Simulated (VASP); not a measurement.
# NaCl in VASP: settings compared, part 2 of 2

VASP 6.6.1. Earlier steps stand in the parts before.

## 4. Single point, PBE (uniaxial z strain +5.1%)

File INCAR:

```
PREC     = Accurate       # precision mode
ENCUT    = 520            # plane-wave cutoff, eV
EDIFF    = 1E-6           # SCF threshold, eV
ISMEAR   = -1             # smearing method
SIGMA    = 0.02           # smearing width, eV
LREAL    = False          # projectors in reciprocal space
LASPH    = True           # aspherical terms in the spheres
NELM     = 80             # most SCF steps
ALGO     = Normal         # electronic algorithm
ISIF     = 2              # what is computed and relaxed
LWAVE    = False          # write WAVECAR
LCHARG   = True           # write CHGCAR
GGA      = PE             # functional
LELF     = True           # ELF
LVHAR    = True         
NBANDS   = 14             # bands
```

File KPOINTS:

```
regular mesh
0
Gamma
  8 8 8
```

File POSCAR:

```
NaCl
1.0
    0.0000000000      2.8027319616      2.9453910185
    2.8027319616      0.0000000000      2.9453910185
    2.8027319616      2.8027319616      0.0000000000
Na Cl
1 1
Direct
    0.0000000000      0.0000000000      0.0000000000
    0.5000000000      0.5000000000      0.5000000000
```

On the command line:

```sh
> cat potpaw_PBE.64/Na_pv/POTCAR potpaw_PBE.64/Cl/POTCAR > POTCAR
> mpirun -np 1 vasp_std > vasp.out
```

Run time: 48 s. Hardware: 1 thread of Intel Xeon 8259CL, shared host; peak memory 0.18 GiB.

It converged, with:

```yaml
Free_energy: -6.7700 eV
Pressure: 0.1 GPa
Band_gap_on_the_k_mesh: 4.97 eV
```

Stress tensor (GPa, compression positive):
```
 0.61  0.00  0.00
 0.00  0.61  0.00
 0.00  0.00 -1.00
```

Levels at points of the mesh, in eV from the valence-band top:
| k point | band 3 | band 4 | band 5 | band 6 | band 7 | band 8 | band 9 | band 10 | band 11 | band 12 |
| --- | --- | --- | --- | --- | --- | --- | --- | --- | --- | --- |
| (0.00, 0.00, 0.00) | -20.89 | -12.61 | -0.03 | -0.03 | 0.00 | 4.97 | 10.83 | 11.20 | 11.20 | 12.88 |
| (0.50, 0.00, 0.00) | -20.89 | -12.31 | -1.86 | -0.30 | -0.24 | 7.19 | 10.35 | 10.66 | 11.13 | 14.77 |
| (0.50, 0.50, 0.00) | -20.90 | -12.29 | -1.61 | -0.52 | -0.52 | 7.44 | 8.21 | 10.77 | 14.72 | 14.72 |
| (0.50, 0.00, 0.50) | -20.90 | -12.25 | -1.59 | -0.70 | -0.54 | 7.43 | 8.03 | 11.24 | 14.05 | 14.70 |

Caveat: the cell differs from its parent crystal (uniaxial z strain +5.1%). A k mesh can miss the band edges.

## 5. Single point, r2SCAN (uniaxial z strain +5.1%)

POSCAR is that of step 4.

File INCAR.step1:

```
ALGO = Normal ; EDIFF = 1E-4
ENCUT = 520 ; GGA = PE
ISMEAR = 0 ; LASPH = True
LCHARG = False ; LREAL = False
LWAVE = True ; NBANDS = 14
NELM = 60 ; PREC = Accurate
SIGMA = 0.01
```

File INCAR.step2:

```
ALGO = Normal ; EDIFF = 1E-6
ENCUT = 520 ; ISIF = 2
ISMEAR = 0 ; ISTART = 1
LASPH = True ; LCHARG = False
LMIXTAU = True ; LREAL = False
LWAVE = False ; METAGGA = R2SCAN
NBANDS = 14 ; NELM = 60
PREC = Accurate ; SIGMA = 0.01
```

File KPOINTS:

```
k-points
0
Gamma
  8 8 8
```

Potentials or basis: VASP PAW PBE potentials, release 64 (Na_pv, Cl).

On the command line:

```sh
> cat potpaw_PBE.64/Na_pv/POTCAR potpaw_PBE.64/Cl/POTCAR > POTCAR
> cp INCAR.step1 INCAR
> mpirun -np 1 vasp_std > vasp.out
> cp INCAR.step2 INCAR
> mpirun -np 1 vasp_std > vasp.out
```

OUTCAR:

```text
EDIFF = 1E-6
   ENCUT = 520
   ISIF = 2
   ISMEAR = 0
   ISTART = 1
   LASPH = True
   LREAL = False
   METAGGA = R2SCAN
   NELM = 60
   PREC = Accurate

 ion  position               nearest neighbor table
   1  0.000  0.000  0.000-
   2  0.500  0.500  0.500-

  LATTYP: Found a body centered tetragonal cell.
 ALAT       =     3.9636615518
 C/A-ratio  =     1.4861970327

  Lattice vectors:

 A1 = (  -2.8027319616,   0.0000000000,   2.9453910185)
 A2 = (   2.8027319616,   0.0000000000,   2.9453910185)
 A3 = (   0.0000000000,   2.8027319616,  -2.9453910185)

Analysis of symmetry for initial positions (statically):
=====================================================================
 Subroutine PRICEL returns:
 Original cell was already a primitive cell.

 Routine SETGRP: Setting up the symmetry group for a
 body centered tetragonal supercell.

 Subroutine GETGRP returns: Found 16 space group operations
 (whereof 16 operations were pure point group operations)
 out of a pool of 16 trial point group operations.

The static configuration has the point symmetry D_4h.
[... 173 lines left out ...]
      4     -14.4963      2.00000
      5      -1.3521      2.00000
      6      -1.3521      2.00000
      7      -1.3219      2.00000
      8       4.4540      0.00000
      9      10.1576      0.00000
     10      10.5231      0.00000
     11      10.5231      0.00000
     12      12.2978      0.00000
     13      12.8982      0.00000
     14      14.1391      0.00000
[... 377 lines left out ...]
      1     -22.9313      2.00000
      2     -22.9195      2.00000
      3     -22.9127      2.00000
      4     -14.2412      2.00000
      5      -2.7747      2.00000
      6      -1.6523      2.00000
      7      -1.6379      2.00000
      8       6.6969      0.00000
      9       9.0041      0.00000
     10      10.1654      0.00000
     11      10.8329      0.00000
     12      12.9048      0.00000
     13      14.2710      0.00000
     14      15.7998      0.00000

 [... further k-points ...]

------------------------ aborting loop because EDIFF is reached ----------------------------------------

  FORCE on cell =-STRESS in cart. coord.  units (eV):
  Direction    XX          YY          ZZ          XY          YZ          ZX
  --------------------------------------------------------------------------------------
  -------------------------------------------------------------------------------------
  Total       -0.2132382     -0.2132382     -0.6967666      0.0000000      0.0000000     -0.0000000
  in kB       -7.3831127     -7.3831127    -24.1246959      0.0000000      0.0000000     -0.0000000
  external PRESSURE =     -12.9636404 kB  Pullay stress =       0.0000000 kB

 VOLUME and BASIS-vectors are now :
 -----------------------------------------------------------------------------
  energy-cutoff  :      520.00
  volume of cell :       46.27
      direct lattice vectors                 reciprocal lattice vectors
     0.000000000  2.802731962  2.945391019    -0.178397366  0.178397366  0.169756748
     2.802731962  0.000000000  2.945391019     0.178397366 -0.178397366  0.169756748
     2.802731962  2.802731962  0.000000000     0.178397366  0.178397366 -0.169756748

 POSITION                                       TOTAL-FORCE (eV/Angst)
 -----------------------------------------------------------------------------------
      0.00000      0.00000      0.00000         0.000000      0.000000     -0.000000
      2.80273      2.80273      2.94539         0.000000      0.000000      0.000000
 -----------------------------------------------------------------------------------
    total drift:                                0.000000      0.000000      0.000000

  FREE ENERGIE OF THE ION-ELECTRON SYSTEM (eV)
  ---------------------------------------------------
  free  energy   TOTEN  =       -13.7705463946 eV

  energy  without entropy=      -13.7705463946  energy(sigma->0) =      -13.77054639
```

OUTCAR.step1:

```text
EDIFF = 1E-4
   ENCUT = 520
   GGA = PE
   ISMEAR = 0
   LASPH = True
[... 629 lines left out ...]
 -----------------------------------------------------------------------------------
      0.00000      0.00000      0.00000         0.000000      0.000000      0.000000
      2.80273      2.80273      2.94539         0.000000      0.000000     -0.000000
 -----------------------------------------------------------------------------------
    total drift:                                0.000000      0.000000      0.000000

  FREE ENERGIE OF THE ION-ELECTRON SYSTEM (eV)
  ---------------------------------------------------
  free  energy   TOTEN  =        -6.7700070057 eV

  energy  without entropy=       -6.7700070057  energy(sigma->0) =       -6.77000701
```

OSZICAR.step1:

```text
N       E                     dE             d eps       ncg     rms          rms(c)
DAV:   1     0.993184089495E+02    0.99318E+02   -0.70979E+03  1666   0.992E+02
DAV:   2     0.143363682430E+01   -0.97885E+02   -0.90398E+02  1806   0.268E+02
DAV:   3    -0.683539197798E+01   -0.82690E+01   -0.82178E+01  2114   0.722E+01
DAV:   4    -0.697317666715E+01   -0.13778E+00   -0.13772E+00  1934   0.100E+01
DAV:   5    -0.697615590479E+01   -0.29792E-02   -0.29791E-02  2188   0.150E+00    0.215E+00
DAV:   6    -0.677588234665E+01    0.20027E+00   -0.33724E-01  2080   0.329E+00    0.160E+00
DAV:   7    -0.676399495684E+01    0.11887E-01   -0.83081E-02  2220   0.162E+00    0.109E+00
DAV:   8    -0.676999238173E+01   -0.59974E-02   -0.10427E-02  1874   0.862E-01    0.295E-01
DAV:   9    -0.676988052267E+01    0.11186E-03   -0.21981E-04  2120   0.113E-01    0.167E-01
DAV:  10    -0.677002009631E+01   -0.13957E-03   -0.37665E-04  1916   0.142E-01    0.740E-02
DAV:  11    -0.677000700567E+01    0.13091E-04   -0.20735E-05  1180   0.410E-02
   1 F= -.67700070E+01 E0= -.67700070E+01  d E =-.112370E-15
```

Wall time 2.7 min (1 thread of Intel Xeon 8259CL, shared host); peak memory 0.18 GiB.

Results:

| Property | Result |
| --- | --- |
| Free energy | -13.7705 eV |
| Pressure | -1.3 GPa |
| Band gap on the k mesh | 5.78 eV |

Stress tensor (GPa, compression positive):
```
-0.74  0.00  0.00
 0.00 -0.74  0.00
 0.00  0.00 -2.41
```

Caveat: the cell differs from its parent crystal (uniaxial z strain +5.1%); the PAW data sets were made with another functional, which shifts forces and pressure a little.

## 6. Summary

| level | cell | smearing | gap on the mesh (eV) | pressure (GPa) |
| --- | --- | --- | --- | --- |
| PBE | a = 4.193 Å, angles 60.0°, 2 atoms | fermi-dirac 0.02 eV | 4.58 | -2.2 |
| r2SCAN | a = 4.193 Å, angles 60.0°, 2 atoms | gaussian 0.01 eV | 5.36 | -3.2 |
| PBE | a = 4.066, b = 4.066, c = 3.964 Å, angles 60.8, 60.8, 58.3°, 2 atoms | fermi-dirac 0.02 eV | 4.97 | 0.1 |
| r2SCAN | a = 4.066, b = 4.066, c = 3.964 Å, angles 60.8, 60.8, 58.3°, 2 atoms | gaussian 0.01 eV | 5.78 | -1.3 |

Alike in all rows: task single point; potentials or basis VASP PAW PBE potentials, release 64 (Na_pv, Cl); no spin polarisation; k mesh 8 × 8 × 8; cutoff (eV) 520.

Caveats: the PAW data sets were made with another functional, which shifts forces and pressure a little (at least some runs); the cell stands under tension (at least some runs).

Total energies depend on the potentials used, so only differences within one code and one set of settings carry meaning.
